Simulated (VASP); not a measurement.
Set up this calculation in VASP 6.6.1, as the native input.

```yaml
Task: single point
Functional: PBE
Potentials_or_basis: VASP PAW PBE potentials, release 64 (Hf_pv)
Cutoff: 520 eV
k_mesh: 18 × 18 × 10
Occupations: gaussian, width 0.15 eV
Spin: no spin polarisation
Dipole_correction: no
Further_INCAR_settings: ALGO = Fast; EDIFF = 1e-06; NBANDS = 17
```

The structure of Hf lies in POSCAR:

```
Hf
1.0
    3.0768223295      0.0000000000      0.0000000000
   -1.5384111648      2.8722379601      0.0000000000
    0.0000000000      0.0000000000      5.0578000000
Hf
2
Direct
    0.3333333333      0.6666666667      0.2500000000
    0.6666666667      0.3333333333      0.7500000000
```

This cell differs from its parent crystal: strain -0.0375 x Voigt [1, -1, 0, 0, 0, 0].

One way to write it, as run:

INCAR

```
ALGO = Fast
EDIFF = 1E-6
ENCUT = 520
GGA = PE
ISIF = 2
ISMEAR = 0
LASPH = T
LCHARG = T
LELF = T
LREAL = F
LVHAR = T
LWAVE = F
NBANDS = 17
NELM = 60
PREC = Accurate
SIGMA = 0.15
```

KPOINTS

```
k-points
0
Gamma
  18 18 10
```

Potentials or basis: VASP PAW PBE potentials, release 64 (Hf_pv).

Launch:

```console
$ cat potpaw_PBE.64/Hf_pv/POTCAR > POTCAR
$ mpirun -np 1 vasp_std > vasp.out
```

Results of the run:

```
Pressure               : 0.6 GPa
Largest force          : 0.176 eV/Å
Band gap on the k mesh : zero (bands 10 and 11 overlap by 1.22 eV)
```

Caveat: the cell differs from its parent crystal (strain -0.0375 x Voigt [1, -1, 0, 0, 0, 0]); spin-orbit coupling is left out, which moves the levels of the heavy elements.

It took 6.1 min on 1 thread of Intel(R) Xeon(R) Platinum 8375C CPU @ 2.90GHz (Ice Lake), with other jobs on the host, peak memory 0.44 GiB.
